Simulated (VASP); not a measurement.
# GaP (F-43m) in VASP: further runs

The runs below take GaP through single point, with PBE0, HSE06.

Everything below comes from runs of VASP 6.6.1. Logs are shortened: lines on timing, memory, paths and dates and some standing lists are left out, and cuts for length are marked.

**The experiment to reproduce.**

“Stacking defects in GaP nanowires: Electronic structure and optical properties”, 2018, arxiv:1810.01194 quotes, for a bulk crystal of GaP at 10 K: band gap 2.34 eV (indirect).

The runs below are set against these values where they give the same quantity.

**1. The cell of the first run**

It takes space group F-43m (No. 216, cubic). Conventional cell: a = 5.438 Å, b = 5.438 Å, c = 5.438 Å, α = 90.00°, β = 90.00°, γ = 90.00°. Ga (site symmetry -43m) has 4 P at 2.35 Å within 3.1 Å. Within 3.1 Å of P (site symmetry -43m) lie 4 Ga at 2.35 Å.

**2. Single point, PBE0**

The input, POSCAR:

```
GaP
1.0
    0.0000000000      2.7192250931      2.7192250931
    2.7192250931      0.0000000000      2.7192250931
    2.7192250931      2.7192250931      0.0000000000
Ga P
1 1
Direct
    0.0000000000      0.0000000000      0.0000000000
    0.2500000000      0.2500000000      0.2500000000
```

The input, INCAR.step1:

```
SYSTEM = GaP
ALGO = Normal ; EDIFF = 1E-5
ENCUT = 520 ; GGA = PE
ISIF = 2 ; ISMEAR = 0
LASPH = .True. ; LREAL = .False.
LWAVE = .True. ; NBANDS = 16
NELM = 60 ; PREC = Accurate
SIGMA = 0.01
```

The input, INCAR.step2:

```
SYSTEM = GaP
AEXX = 0.25 ; ALGO = Normal
EDIFF = 1E-6 ; ENCUT = 520
GGA = PE ; ISIF = 2
ISMEAR = 0 ; ISTART = 1
LASPH = .True. ; LCHARG = .True.
LELF = .True. ; LHFCALC = .True.
LREAL = .False. ; LVHAR = .True.
LWAVE = .False. ; NBANDS = 16
NELM = 60 ; PREC = Accurate
PRECFOCK = Normal ; SIGMA = 0.01
```

The input, KPOINTS:

```
k-points
0
Gamma
  6 6 6
  0 0 0
```

Potentials or basis: VASP PAW PBE potentials, release 64 (Ga_d, P).

Run with:

```sh
> cat potpaw_PBE.64/Ga_d/POTCAR potpaw_PBE.64/P/POTCAR > POTCAR
> cp INCAR.step1 INCAR
> mpirun -np 1 vasp_std > vasp.out
> cp INCAR.step2 INCAR
> mpirun -np 1 vasp_std > vasp.out
```

OUTCAR:

```text
SYSTEM = GaP
   AEXX = 0.25
   EDIFF = 1E-6
   ENCUT = 520
   GGA = PE
   ISIF = 2
   ISMEAR = 0
   ISTART = 1
   LASPH = .True.
   LHFCALC = .True.
   LREAL = .False.
   NELM = 60
   PREC = Accurate
   PRECFOCK = Normal

 ion  position               nearest neighbor table
   1  0.000  0.000  0.000-   2 2.35   2 2.35   2 2.35   2 2.35
   2  0.250  0.250  0.250-   1 2.35   1 2.35   1 2.35   1 2.35

  LATTYP: Found a face centered cubic cell.
 ALAT       =     5.4384501862

  Lattice vectors:

 A1 = (   0.0000000000,   2.7192250931,   2.7192250931)
 A2 = (   2.7192250931,   0.0000000000,   2.7192250931)
 A3 = (   2.7192250931,   2.7192250931,   0.0000000000)

Analysis of symmetry for initial positions (statically):
=====================================================================
 Subroutine PRICEL returns:
 Original cell was already a primitive cell.

 Routine SETGRP: Setting up the symmetry group for a
 face centered cubic supercell.

 Subroutine GETGRP returns: Found 24 space group operations
 (whereof 24 operations were pure point group operations)
 out of a pool of 48 trial point group operations.

The static configuration has the point symmetry T_d .

Analysis of symmetry for dynamics (positions and initial velocities):
=====================================================================
 Subroutine PRICEL returns:
 Original cell was already a primitive cell.

 Routine SETGRP: Setting up the symmetry group for a
 face centered cubic supercell.

 Subroutine GETGRP returns: Found 24 space group operations
 (whereof 24 operations were pure point group operations)
 out of a pool of 48 trial point group operations.

The dynamic configuration has the point symmetry T_d .

 Subroutine INISYM returns: Found 24 space group operations
 (whereof 24 operations are pure point group operations),
 and found     1 'primitive' translations

----------------------------------------------------------------------------------------

                                     Primitive cell

  volume of cell :      40.2129

  direct lattice vectors                    reciprocal lattice vectors
     0.000000000  2.719225093  2.719225093    -0.183875914  0.183875914  0.183875914
     2.719225093  0.000000000  2.719225093     0.183875914 -0.183875914  0.183875914
     2.719225093  2.719225093  0.000000000     0.183875914  0.183875914 -0.183875914

  length of vectors
     3.845565006  3.845565006  3.845565006     0.318482426  0.318482426  0.318482426

  position of ions in fractional coordinates (direct lattice)
     0.000000000  0.000000000  0.000000000
     0.250000000  0.250000000  0.250000000

  ion indices of the primitive-cell ions
   primitive index   ion index
                 1           1
                 2           2

----------------------------------------------------------------------------------------

 KPOINTS: k-points

Automatic generation of k-mesh.
 Grid dimensions read from file:
 generate k-points for:    6    6    6

 Generating k-lattice:

  Cartesian coordinates                     Fractional coordinates (reciprocal lattice)
    -0.030645986  0.030645986  0.030645986     0.166666667  0.000000000  0.000000000
     0.030645986 -0.030645986  0.030645986     0.000000000  0.166666667  0.000000000
     0.030645986  0.030645986 -0.030645986     0.000000000  0.000000000  0.166666667

  Length of vectors
     0.053080404  0.053080404  0.053080404

  Shift w.r.t. Gamma in fractional coordinates (k-lattice)
     0.000000000  0.000000000  0.000000000

 Subroutine IBZKPT returns following result:
 ===========================================

 Found     16 irreducible k-points:

 Following reciprocal coordinates:
            Coordinates               Weight
  0.000000  0.000000  0.000000      1.000000
  0.166667  0.000000  0.000000      8.000000
  0.333333  0.000000  0.000000      8.000000
  0.500000  0.000000  0.000000      4.000000
  0.166667  0.166667  0.000000      6.000000
  0.333333  0.166667  0.000000     24.000000
[... 8 lines left out ...]
 -0.333333  0.333333  0.166667     24.000000
 -0.333333  0.500000  0.166667     12.000000
   k-points           NKPTS =     16   k-points in BZ     NKDIM =    216   number of bands    NBANDS=     16
   number of dos      NEDOS =    301   number of ions     NIONS =      2
   total plane-waves  NPLWV =  27000
   dimension x,y,z NGX =    30 NGY =   30 NGZ =   30
   dimension x,y,z NGXF=    60 NGYF=   60 NGZF=   60
   ions per type =               1   1
   NGX,Y,Z   is equivalent  to a cutoff of  12.97, 12.97, 12.97 a.u.
   NGXF,Y,Z  is equivalent  to a cutoff of  25.94, 25.94, 25.94 a.u.
 SYSTEM =  GaP
   PREC   = accura    normal or accurate (medium, high low for compatibility)
   ISTART =      1    job   : 0-new  1-cont  2-samecut
   ICHARG =      0    charge: 1-file 2-atom 10-const
   ISPIN  =      1    spin polarized calculation?
   LNONCOLLINEAR =      F non collinear calculations
   LSORBIT =      F    spin-orbit coupling
   LASPH  =      T    aspherical Exc in radial PAW
   ENCUT  =  520.0 eV  38.22 Ry    6.18 a.u.   7.15  7.15  7.15*2*pi/ulx,y,z
   NELM   =     60;   NELMIN=  2; NELMDL=  0     # of ELM steps
   EDIFF  = 0.1E-05   stopping-criterion for ELM
   LREAL  =      F    real-space projection
   EDIFFG = 0.1E-04   stopping-criterion for IOM
   NSW    =      0    number of steps for IOM
   IBRION =     -1    ionic relax: 0-MD 1-quasi-New 2-CG
   NFREE  =      0    steps in history (QN), initial steepest desc. (CG)
   ISIF   =      2    stress and relaxation
   ISYM   =      3    0-nonsym 1-usesym 2-fastsym
   POTIM  = 0.5000    time-step for ionic-motion
   TEBEG  =    0.0;   TEEND  =   0.0 temperature during run
   PSTRESS=    0.0 pullay stress
   NELECT =      18.0000    total number of electrons
   NUPDOWN=      -1.0000    fix difference up-down
   EMIN   =  10.00;   EMAX   =-10.00  energy-range for DOS
   EFERMI =   0.00;   METHOD = LEGACY
   ISMEAR =     0;   SIGMA  =   0.01  broadening in eV -4-tet -1-fermi 0-gaus
   EFERMI_NEDOS =   21; number of points for ismear=-14 and -15
   IALGO  =     38    algorithm
   IMIX   =      1    mixing-type and parameters
     AMIX     =   0.40;   BMIX     =  1.00
     AMIX_MAG =   1.60;   BMIX_MAG =  1.00
  volume/ion in A,a.u.               =      20.11       135.69
  Fermi-wavevector in a.u.,A,eV,Ry     =   1.252306  2.366515 21.337618  1.568271
  Thomas-Fermi vector in A             =   2.386213
   LORBIT       =      0    0 simple, 1 ext, 2 COOP (PROOUT), +10 PAW based schemes
   GGA     = PE    functional components
   LHFCALC =     T    Hartree Fock is set to
   PRECFOCK=normal    Normal, Fast or Accurate (Low or Medium for compatibility)
   ENCUT4O =  -1.0   cutoff for four orbital integrals eV
   NKREDX  =     1    reduce k-point grid by
   NKREDY  =     1    reduce k-point grid by
   NKREDZ  =     1    reduce k-point grid by
   AEXX    =    0.2500 exact exchange contribution
   HFSCREEN=    0.0000 screening length (either q_TF or 0.3 A-1)
   HFSCREENC=   0.0000 screening length for correlation (either q_TF or 0.3 A-1)
   ENCUTFOCK=  -1.0 apply spherical cutoff to Coloumb kernel
   IVDW    =     0    specifies the selected vdW correction
   LEPSILON=     F    determine dielectric tensor
   LRPA    =     F    only Hartree local field effects (RPA)
 non-spin polarized calculation
 Gauss-broadening in eV      SIGMA  =   0.01
  energy-cutoff  :      520.00
  volume of cell :       40.21
 maximum number of plane-waves:      1106
 NGX is ok and might be reduce to    30
  NGX = 24; NGY = 24; NGZ = 24

 number of electron      17.9999987 magnetization

 Free energy of the ion-electron system (eV)
  ---------------------------------------------------
  ext. energy  EPLUGINS =         0.00000000
  ---------------------------------------------------
  free energy    TOTEN  =       -11.68307277 eV

  energy without entropy =      -11.68307277  energy(sigma->0) =      -11.68307277

 E-fermi :   4.0311     XC(G=0):  -7.7936

 val. band max:        3.9310660142   @ k =   0.0000   0.0000   0.0000
 cond. band min:       6.8957933461   @ k =   0.5000   0.5000   0.0000
 fundamental gap:      2.9647273318
 Fermi energy:         4.0310640734

 k-point     1 :       0.0000    0.0000    0.0000
  band No.  band energies     occupation
      1     -13.1915      2.00000
      2     -13.1915      2.00000
      3     -13.1915      2.00000
      4     -13.0883      2.00000
      5     -13.0883      2.00000
      6      -9.9912      2.00000
[... 8 lines left out ...]
     15      15.5890      0.00000
     16      15.5890      0.00000

 k-point     2 :       0.1667    0.0000    0.0000
  band No.  band energies     occupation
      1     -13.2070      2.00000
      2     -13.1842      2.00000
      3     -13.1842      2.00000
      4     -13.0883      2.00000
      5     -13.0883      2.00000
      6      -9.6059      2.00000
[... 8 lines left out ...]
     15      14.6754      0.00000
     16      15.8207      0.00000

 k-point     3 :       0.3333    0.0000    0.0000
  band No.  band energies     occupation
      1     -13.2367      2.00000
      2     -13.1719      2.00000
      3     -13.1719      2.00000
      4     -13.0857      2.00000
      5     -13.0857      2.00000
      6      -8.5712      2.00000
[... 8 lines left out ...]
     15      15.4496      0.00000
     16      15.4496      0.00000

 k-point     4 :       0.5000    0.0000    0.0000
  band No.  band energies     occupation
      1     -13.2510      2.00000
      2     -13.1674      2.00000
      3     -13.1674      2.00000
      4     -13.0827      2.00000
      5     -13.0827      2.00000
      6      -7.7352      2.00000
[... 8 lines left out ...]
     15      17.7028      0.00000
     16      17.7028      0.00000

 k-point     5 :       0.1667    0.1667    0.0000
  band No.  band energies     occupation
      1     -13.2192      2.00000
      2     -13.1768      2.00000
      3     -13.1768      2.00000
      4     -13.0949      2.00000
      5     -13.0835      2.00000
      6      -9.4767      2.00000
[... 8 lines left out ...]
     15      16.0592      0.00000
     16      16.7269      0.00000

 k-point     6 :       0.3333    0.1667    0.0000
  band No.  band energies     occupation
      1     -13.2423      2.00000
      2     -13.1660      2.00000
      3     -13.1630      2.00000
      4     -13.0984      2.00000
      5     -13.0798      2.00000
      6      -8.6430      2.00000
[... 8 lines left out ...]
     15      16.6268      0.00000
     16      17.4640      0.00000
[... 115 lines left out ...]
 k-point    13 :       0.5000    0.5000    0.0000
  band No.  band energies     occupation
      1     -13.2872      2.00000
      2     -13.1305      2.00000
      3     -13.1305      2.00000
      4     -13.1206      2.00000
      5     -13.0690      2.00000
      6      -6.7462      2.00000
[... 8 lines left out ...]
     15      18.4536      0.00000
     16      18.9831      0.00000

 k-point    14 :       0.5000    0.3333    0.1667
  band No.  band energies     occupation
      1     -13.2580      2.00000
      2     -13.1588      2.00000
      3     -13.1485      2.00000
      4     -13.1015      2.00000
      5     -13.0790      2.00000
      6      -7.7168      2.00000
[... 8 lines left out ...]
     15      17.8516      0.00000
     16      19.4258      0.00000

 k-point    15 :      -0.3333    0.3333    0.1667
  band No.  band energies     occupation
      1     -13.2624      2.00000
      2     -13.1588      2.00000
      3     -13.1420      2.00000
      4     -13.0989      2.00000
      5     -13.0818      2.00000
      6      -7.0041      2.00000
[... 8 lines left out ...]
     15      18.5380      0.00000
     16      18.8530      0.00000

 k-point    16 :      -0.3333    0.5000    0.1667
  band No.  band energies     occupation
      1     -13.2732      2.00000
      2     -13.1486      2.00000
      3     -13.1335      2.00000
      4     -13.1085      2.00000
      5     -13.0767      2.00000
      6      -6.6734      2.00000
[... 8 lines left out ...]
     15      18.0102      0.00000
     16      19.7852      0.00000

------------------------ aborting loop because EDIFF is reached ----------------------------------------

  FORCE on cell =-STRESS in cart. coord.  units (eV):
  Direction    XX          YY          ZZ          XY          YZ          ZX
  --------------------------------------------------------------------------------------
  -------------------------------------------------------------------------------------
  Total        0.2325126      0.2325126      0.2325126      0.0000000     -0.0000000      0.0000000
  in kB        9.2638502      9.2638502      9.2638502      0.0000000     -0.0000000      0.0000000
  external PRESSURE =       9.2638502 kB  Pullay stress =       0.0000000 kB

 VOLUME and BASIS-vectors are now :
 -----------------------------------------------------------------------------
  energy-cutoff  :      520.00
  volume of cell :       40.21
      direct lattice vectors                 reciprocal lattice vectors
     0.000000000  2.719225093  2.719225093    -0.183875914  0.183875914  0.183875914
     2.719225093  0.000000000  2.719225093     0.183875914 -0.183875914  0.183875914
     2.719225093  2.719225093  0.000000000     0.183875914  0.183875914 -0.183875914

 POSITION                                       TOTAL-FORCE (eV/Angst)
 -----------------------------------------------------------------------------------
      0.00000      0.00000      0.00000         0.000000     -0.000000      0.000000
      1.35961      1.35961      1.35961        -0.000000      0.000000     -0.000000
 -----------------------------------------------------------------------------------
    total drift:                               -0.000040     -0.000037     -0.000027

  FREE ENERGIE OF THE ION-ELECTRON SYSTEM (eV)
  ---------------------------------------------------
  free  energy   TOTEN  =       -11.6830727707 eV

  energy  without entropy=      -11.6830727707  energy(sigma->0) =      -11.68307277
```

Wall time 38 min (1 thread of Intel Xeon Platinum 8259CL at 2.50GHz (Skylake/Cascade Lake), shared host); peak memory 0.19 GiB.

Results:

| Item | Value |
| --- | --- |
| Free energy | -11.6831 eV |
| Pressure | 0.9 GPa |
| Band gap on the k mesh | 2.96 eV (least direct gap 3.53 eV) |

Caveat: the PAW data sets were made with another functional, which shifts forces and pressure a little.

**3. Single point, HSE06**

The input, POSCAR:

```
GaP
1.0
    0.0000000000      2.7192251022      2.7192251022
    2.7192251022      0.0000000000      2.7192251022
    2.7192251022      2.7192251022      0.0000000000
Ga P
1 1
Direct
    0.0000000000      0.0000000000      0.0000000000
    0.2500000000      0.2500000000      0.2500000000
```

The input, INCAR.step1:

```
SYSTEM = GaP
ALGO     = Normal         ! electronic algorithm
EDIFF    = 1E-5           ! SCF threshold, eV
ENCUT    = 520            ! plane-wave cutoff, eV
GGA      = PE             ! functional
ISIF     = 2              ! what is computed and relaxed
ISMEAR   = 0              ! smearing method
LASPH    = .True.         ! aspherical terms in the spheres
LREAL    = .False.        ! projectors in reciprocal space
LWAVE    = .True.         ! write WAVECAR
NBANDS   = 16             ! bands
NELM     = 80             ! most SCF steps
PREC     = Accurate       ! precision mode
SIGMA    = 0.01           ! smearing width, eV
```

The input, INCAR.step2:

```
SYSTEM = GaP
ALGO     = Normal         ! electronic algorithm
EDIFF    = 1E-6           ! SCF threshold, eV
ENCUT    = 520            ! plane-wave cutoff, eV
GGA      = PE             ! functional
HFSCREEN = 0.2079         ! screening, 1/A
ISIF     = 2              ! what is computed and relaxed
ISMEAR   = 0              ! smearing method
ISTART   = 1            
LASPH    = .True.         ! aspherical terms in the spheres
LCHARG   = .True.         ! write CHGCAR
LELF     = .True.         ! ELF
LHFCALC  = .True.         ! exact exchange
LREAL    = .False.        ! projectors in reciprocal space
LVHAR    = .True.       
LWAVE    = .False.        ! write WAVECAR
NBANDS   = 16             ! bands
NELM     = 80             ! most SCF steps
PREC     = Accurate       ! precision mode
PRECFOCK = Normal       
SIGMA    = 0.01           ! smearing width, eV
```

KPOINTS is that of step 2.

Potentials or basis: VASP PAW PBE potentials, release 64 (Ga_d, P).

Run with:

```sh
> cat potpaw_PBE.64/Ga_d/POTCAR potpaw_PBE.64/P/POTCAR > POTCAR
> cp INCAR.step1 INCAR
> mpirun -np 1 vasp_std > vasp.out
> cp INCAR.step2 INCAR
> mpirun -np 1 vasp_std > vasp.out
```

Wall time 49 min (1 thread of AMD EPYC 7R43 (Zen 3), shared host); peak memory 0.26 GiB.

The run converged. Its results:

* Free energy: -10.7786 eV
* Pressure: 1.2 GPa
* Band gap on the k mesh: 2.28 eV (least direct gap 2.86 eV)

Levels at points of the mesh, in eV from the valence-band top:
```tsv
k point	band 6	band 7	band 8	band 9	band 10	band 11	band 12	band 13
(0.00, 0.00, 0.00)	-13.83	0.00	0.00	0.00	2.86	4.77	4.77	4.77
(0.50, 0.00, 0.00)	-11.58	-7.27	-1.22	-1.22	2.53	5.62	5.62	9.27
(0.50, 0.50, 0.00)	-10.60	-7.36	-2.95	-2.95	2.28	2.56	12.12	12.12
```

Caveat: the PAW data sets were made with another functional, which shifts forces and pressure a little. A k mesh can miss the band edges.

**4. Against experiment**

Step 2. A measured gap of GaP is 2.34 eV (indirect; 10 K; quoted in “Stacking defects in GaP nanowires: Electronic structure and optical properties”, 2018, arxiv:1810.01194); the calculated 2.96 eV misses it by +0.62 eV. Spin-orbit coupling on Ga is left out. The value is that of PBE0 on a finite k mesh, which can miss the band edges, without temperature or zero-point motion.
